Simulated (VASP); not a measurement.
MgS (Niningerite): single point with BLYP+D3(BJ)

MgS (Niningerite):

```xyz
2
Lattice="0.0000 2.5612 2.5612 2.5612 0.0000 2.5612 2.5612 2.5612 0.0000" Properties=species:S:1:pos:R:3 pbc="T T T"
S     2.5612    2.5612    2.5612
Mg    0.0000    0.0000    0.0000
```

* Program: VASP 6.6.1
* Task: single point
* Functional: BLYP
* Dispersion: D3(BJ)
* Potentials or basis: VASP PAW PBE potentials, release 64 (S, Mg)
* Cutoff: 520 eV
* k mesh: 9 × 9 × 9
* Occupations: fermi-dirac, width 0.05 eV
* Spin: no spin polarisation
* Dipole correction: no
* Further INCAR settings: ALGO = Normal; EDIFF = 1e-06; NBANDS = 11

```yaml
Pressure: -0.2 GPa
Band_gap_on_the_k_mesh: 3.08 eV, indirect (least direct gap 4.28 eV)
Dispersion_energy_per_atom: -0.822 eV
```

Levels at points of the mesh, in eV from the valence-band top:
```
           k point  band 2  band 3  band 4  band 5  band 6  band 7
(0.00, 0.00, 0.00)    0.00    0.00    0.00    4.28    8.11    8.11
```

Wall time 14 s on 1 thread of AMD EPYC 9R45 96-Core Processor (Zen 5), on a shared host, peak memory 0.14 GiB.

Caveat: the PAW data sets were made with another functional, which shifts forces and pressure a little. A k mesh can miss the band edges.
